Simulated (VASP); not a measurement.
A run of VASP 6.6.1:

Contents of INCAR:

```
SYSTEM = Ru
PREC = Accurate ; ENCUT = 520
EDIFF = 1E-6 ; ISMEAR = -1
SIGMA = 0.1 ; LREAL = .FALSE.
LASPH = .TRUE. ; NELM = 60
ALGO = Normal ; ISIF = 2
LWAVE = .FALSE. ; LCHARG = .TRUE.
GGA = RP ; LELF = .TRUE.
LVHAR = .TRUE. ; NBANDS = 13
```

KPOINTS

```
regular mesh
0
G
  14 14 14
  0 0 0
```

Contents of POSCAR:

```
Ru
1.0
    2.5598453782      0.0000000000      0.0000000000
    0.0000000000      2.5598453782      0.0000000000
    0.0000000000      0.0000000000      2.5598453782
Ru
1
Direct
    0.0000000000      0.0000000000      0.0000000000
```

Potentials or basis: VASP PAW PBE potentials, release 64 (Ru_pv).

Launch:

```bash
$ cat potpaw_PBE.64/Ru_pv/POTCAR > POTCAR
$ mpirun -np 1 vasp_std > vasp.out
```

Hardware: 1 thread of Intel Xeon 6975P-C, with other jobs on the host.

Question: Estimate the wall time of this run.

Answer: Wall time 10 s on 1 thread of Intel Xeon 6975P-C, with other jobs on the host, peak memory 0.14 GiB. Counts: scf iterations 11, k points 120.
